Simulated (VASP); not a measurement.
A run of VASP 6.6.1 is set up as follows.

INCAR

```
PREC = Accurate ; ENCUT = 600
EDIFF = 1E-6 ; ISMEAR = 1
SIGMA = 0.1 ; LREAL = F
LASPH = T ; NELM = 60
ALGO = Normal ; ISIF = 3
LWAVE = F ; LCHARG = F
GGA = CA ; IBRION = 2
NSW = 80 ; EDIFFG = -0.05
```

The input KPOINTS:

```
Automatic mesh
0
Gamma
  14 14 8
```

File POSCAR:

```
Tc
1.0
    2.7400000000      0.0000000000      0.0000000000
   -1.3700000000      2.3729096100      0.0000000000
    0.0000000000      0.0000000000      4.3980000000
Tc
2
Direct
    0.3333333333      0.6666666667      0.2500000000
    0.6666666667      0.3333333333      0.7500000000
```

Potentials or basis: VASP PAW LDA potentials, release 64 (Tc_pv).

Command:

```sh
$ cat potpaw_LDA.64/Tc_pv/POTCAR > POTCAR
$ mpirun -np 1 vasp_std > vasp.out
```

(1) Predict the band gap on the k mesh.

(2) Predict the relaxed cell.

Answers

(1) zero (bands 13 and 14 overlap by 3.61 eV).

(2) a = 2.707 Å, b = 2.707 Å, c = 4.340 Å, α = 90.00°, β = 90.00°, γ = 120.00°.
